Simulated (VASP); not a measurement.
The system is Al2O.

```
Al O
1.0
     2.88634    0.00000    0.00000
    -0.04440    3.67351    0.00000
    -0.31508   -0.15641    7.95984
Al O
4 2
Direct
  0.96644 0.54849 0.99025
  0.99186 0.05654 0.48990
  0.50860 0.14400 0.20837
  0.48750 0.65697 0.71019
  0.01462 0.04432 0.05435
  0.03099 0.54969 0.54694
```

| Quantity | Value |
| --- | --- |
| Program | VASP 6.6.1 |
| Task | relaxation of cell and atoms |
| Functional | PBE |
| Potentials or basis | VASP PAW PBE potentials, release 64 (Al, O) |
| Cutoff | 600 eV |
| k mesh | 6 × 6 × 2 |
| Occupations | gaussian, width 0.1 eV |
| Spin | no spin polarisation |

At the start: pressure 4.0 GPa; volume 14.07 Å³/atom.

Problem. How do energy, volume and symmetry change on relaxing?

Solution. Over 14 steps the energy falls by 42.0 meV/atom and the volume is 14.73 Å³/atom (+4.7 %); space group Pm (No. 6, to 0.05 Å).

The path:
```tsv
step	energy change (eV)	largest force (eV/Å)	pressure (GPa)	volume (Å³)
1	0.0000	0.7218	4.04	84.40
2	-0.1382	0.6696	-1.74	88.78
3	-0.1393	0.6720	-2.21	89.21
4	-0.2068	0.3314	-0.47	88.31
5	-0.2096	0.3522	0.04	88.09
6	-0.2342	0.1897	0.33	87.91
7	-0.2406	0.1790	0.62	87.76
8	-0.2471	0.1178	-0.42	88.60
9	-0.2471	0.1190	-0.44	88.61
10	-0.2498	0.0631	0.02	88.32
11	-0.2499	0.0664	0.05	88.31
12	-0.2510	0.0467	0.05	88.29
13	-0.2513	0.0646	0.05	88.28
14	-0.2522	0.0378	-0.06	88.36
```

Final structure:
```xyz
6
Lattice="2.8530 0.0163 0.0518 -0.0245 3.7466 0.1045 -0.1701 0.0718 8.2651" Properties=species:S:1:pos:R:3 pbc="T T T"
Al    2.6636    2.2167    8.2822
Al   -0.0790    0.3056    4.0462
Al    1.3835    0.5085    1.7306
Al    1.3018    2.4346    5.9165
O     2.8301    0.1926    0.5248
O    -0.1003    2.0993    4.6594
```

Caveat: the k points lie up to 0.38 Å⁻¹ apart in the final cell.
